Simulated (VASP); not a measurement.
The system is SiMo3.

```
Si Mo
1.0
    -2.69517    2.69517    2.69517
     2.69517   -2.69517    2.69517
     2.69517    2.69517   -2.69517
Si Mo
1 3
Direct
  0.00000 0.00000 0.00000
  0.00000 0.50000 0.50000
  0.50000 0.00000 0.50000
  0.50000 0.50000 0.00000
```

* Program: VASP 6.6.1
* Task: relaxation of cell and atoms
* Functional: PBE
* Potentials or basis: VASP PAW PBE potentials, release 64 (Si, Mo_sv)
* Cutoff: 500 eV
* k mesh: 5 × 5 × 5
* Occupations: gaussian, width 0.2 eV
* Spin: no spin polarisation

At the start: pressure -17.5 GPa; volume 19.58 Å³/atom.

Q: How do energy, volume and symmetry change on relaxing?

A: Over 4 steps the energy falls by 155.4 meV/atom and the volume is 17.09 Å³/atom (-12.7 %); space group Im-3m (No. 229, to 0.05 Å).

The path:
```tsv
step	energy change (eV)	largest force (eV/Å)	pressure (GPa)	volume (Å³)
1	0.0000	0.0000	-17.51	78.31
2	0.8947	0.0000	48.74	56.47
3	-0.6199	0.0000	-1.16	68.72
4	-0.6215	0.0000	-0.25	68.35
```

Final structure:
```
Si Mo
1.0
    -2.57569    2.57569    2.57569
     2.57569   -2.57569    2.57569
     2.57569    2.57569   -2.57569
Si Mo
1 3
Direct
  0.00000 0.00000 0.00000
  0.00000 0.50000 0.50000
  0.50000 0.00000 0.50000
  0.50000 0.50000 0.00000
```
